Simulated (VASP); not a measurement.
Input of a VASP 6.6.1 run:

Contents of INCAR:

```
SYSTEM = Pd
PREC = Accurate
ENCUT = 500
EDIFF = 1E-6
ISMEAR = 0
SIGMA = 0.1
LREAL = .False.
LASPH = .True.
NELM = 120
ALGO = Normal
ISIF = 2
LWAVE = .False.
LCHARG = .True.
GGA = PS
LELF = .True.
LVHAR = .True.
NBANDS = 11
GGA_COMPAT = .False.
```

File KPOINTS:

```
regular mesh
0
Gamma
  18 18 18
  0 0 0
```

POSCAR

```
Pd
1.0
    0.0000000000      1.9374501483      1.9374501483
    1.9374501483      0.0000000000      1.9374501483
    1.9374501483      1.9374501483      0.0000000000
Pd
1
Direct
    0.0000000000      0.0000000000      0.0000000000
```

Potentials or basis: VASP PAW PBE potentials, release 64 (Pd).

Run with:

```sh
$ cat potpaw_PBE.64/Pd/POTCAR > POTCAR
$ mpirun -np 1 vasp_std > vasp.out
```

Q: Predict the band gap on the k mesh.

A: Zero (bands 5 and 6 overlap by 1.62 eV).

Q: Estimate the pressure.

A: -0.3 GPa.

Caveat: the PAW data sets were made with another functional, which shifts forces and pressure a little.
